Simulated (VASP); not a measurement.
A run of VASP 6.6.1 is set up as follows.

INCAR

```
  ALGO = Fast
  EDIFF = 1E-6
  ENCUT = 520
  GGA = PS
  ISIF = 2
  ISMEAR = 0
  LASPH = True
  LCHARG = False
  LREAL = False
  LWAVE = False
  NBANDS = 22
  NELM = 80
  PREC = Accurate
  SIGMA = 0.15
```

KPOINTS

```
k-points
0
Gamma
  30 30 16
```

File POSCAR:

```
Rh
1.0
    2.5301975281      0.0000000000      0.0000000000
   -1.2650987641      2.1912153360      0.0000000000
    0.0000000000      0.0000000000      4.8885168229
Rh
2
Direct
    0.6666666667      0.3333333333      0.7500000000
    0.3333333333      0.6666666667      0.2500000000
```

Potentials or basis: VASP PAW PBE potentials, release 64 (Rh_pv).

Command:

```console
$ cat potpaw_PBE.64/Rh_pv/POTCAR > POTCAR
$ mpirun -np 1 vasp_std > vasp.out
```

Task: Predict the band gap on the k mesh.

Result: Zero (bands 15 and 16 overlap by 2.79 eV).

Task: What does it give for the pressure?

Result: 10.9 GPa.

Stress tensor (GPa, compression positive):
```
 30.73   0.00   0.00
  0.00  30.73   0.00
  0.00   0.00 -28.87
```

Caveat: the stress differs along the axes, from -29 to 31 GPa; the PAW data sets were made with another functional, which shifts forces and pressure a little.
